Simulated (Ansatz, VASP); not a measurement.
One calculation of SrInH3, two programs

```
Sr In H
1.0
     4.66201    0.00000    0.00000
     0.00000    4.66201    0.00000
     0.00000    0.00000    4.66201
Sr In H
1 1 3
Cartesian
  2.3310 2.3310 2.3310
  0.0000 0.0000 0.0000
  2.3310 2.3310 0.0000
  2.3310 0.0000 2.3310
  0.0000 2.3310 2.3310
```

Change from the starting cell: species swapped into the Ca3TlN type (Pm-3m, No. 221).

Alike in both runs: functional PBE; k mesh 8 × 8 × 8; occupations gaussian, width 0.02 eV; no spin polarisation.

Ansatz relaxed the structure, and its values are those at the end. VASP's run is a single point on that final structure, the one shown.

|  | VASP | Ansatz |
| --- | --- | --- |
| version | VASP 6.6.1 | Ansatz 0.2.0 |
| potentials or method | VASP PAW PBE potentials, release 64 (Sr_sv, In_d, H), cutoff 520 eV | scalar-relativistic, plane waves, PAW |
| valence electrons in the cell | 26 | 26 |

Ansatz gave:

| Item | Value |
| --- | --- |
| gap on the k mesh at the Fermi level (eV) | 0.37 |
| least direct gap on the mesh (eV) | 1.23 |
| pressure (GPa) | 0.0 |

Problem. Which values does VASP return?

Solution. gap on the k mesh at the Fermi level (eV): 0.36; least direct gap on the mesh (eV): 1.23; pressure (GPa): 0.0.
